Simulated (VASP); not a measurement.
Here is a VASP 6.6.1 calculation.

INCAR

```
  PREC = Accurate
  ENCUT = 600
  EDIFF = 1E-6
  ISMEAR = -1
  SIGMA = 0.1
  LREAL = False
  LASPH = True
  NELM = 100
  ALGO = Normal
  ISIF = 3
  LWAVE = False
  LCHARG = False
  GGA = RP
  IBRION = 2
  NSW = 100
  EDIFFG = -0.002
```

File KPOINTS:

```
regular mesh
0
Gamma
  18 18 18
```

File POSCAR:

```
Si
1.0
   -2.3713723045      2.3713723045      1.3292653899
    2.3713723045     -2.3713723045      1.3292653899
    2.3713723045      2.3713723045     -1.3292653899
Si
2
Direct
    0.2500000000      0.7500000000      0.5000000000
    0.5000000000      0.5000000000      0.0000000000
```

Potentials or basis: VASP PAW PBE potentials, release 64 (Si).

The run is started by

```sh
$ cat potpaw_PBE.64/Si/POTCAR > POTCAR
$ mpirun -np 1 vasp_std > vasp.out
```

(1) Estimate the band gap on the k mesh.

(2) Predict the relaxed volume.

(3) What does it give for the relaxed cell?

(4) Estimate the space group after relaxing (to 0.1 Å).

Results:

(1) zero (bands 4 and 5 overlap by 6.32 eV).

(2) 15.51 Å³/atom.

(3) a = 3.666 Å, b = 3.666 Å, c = 3.666 Å, α = 97.54°, β = 97.54°, γ = 137.53°.

(4) I4_1/amd (No. 141).

Caveat: the PAW data sets were made with another functional, which shifts forces and pressure a little.
